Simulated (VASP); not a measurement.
Runs of VASP 6.6.1 on Cd. The structure is hexagonal, space group P6_3/mmc (No. 194). The conventional cell has a = 3.001 Å, b = 3.001 Å, c = 5.926 Å, α = 90.00°, β = 90.00°, γ = 120.00°. Cd (site symmetry -6m2) has 12 Cd at 3.00 to 3.43 Å within 4.0 Å. 

```tsv
k mesh	cutoff (eV)	smearing	gap on the mesh (eV)	pressure (GPa)
3 × 3 × 2	520	fermi-dirac 0.1 eV	none	2.7
12 × 12 × 6	520	fermi-dirac 0.3 eV	none	0.8
6 × 6 × 3	500	fermi-dirac 0.1 eV	none	0.6
12 × 12 × 6	520	fermi-dirac 0.1 eV	none	(b)
2 × 2 × 1	520	fermi-dirac 0.1 eV	none	3.7
12 × 12 × 6	520	fermi-dirac 0.6 eV	none	(a)
4 × 4 × 2	520	fermi-dirac 0.1 eV	none	-1.7
6 × 6 × 3	520	fermi-dirac 0.1 eV	none	0.6
```

Alike in all rows: task single point; level PBE; potentials or basis VASP PAW PBE potentials, release 64 (Cd); no spin polarisation; cell as given.

Question: Estimate the missing entries.

Answer: (a) 2.1; (b) 0.3.

Caveats: some runs use coarse meshes; so wide a smearing shifts energies and pressures (at least some runs).

A k mesh can miss the band edges, and the runs leave out spin-orbit coupling on Cd.

A gap of «none» marks levels without a gap at the run's occupations.
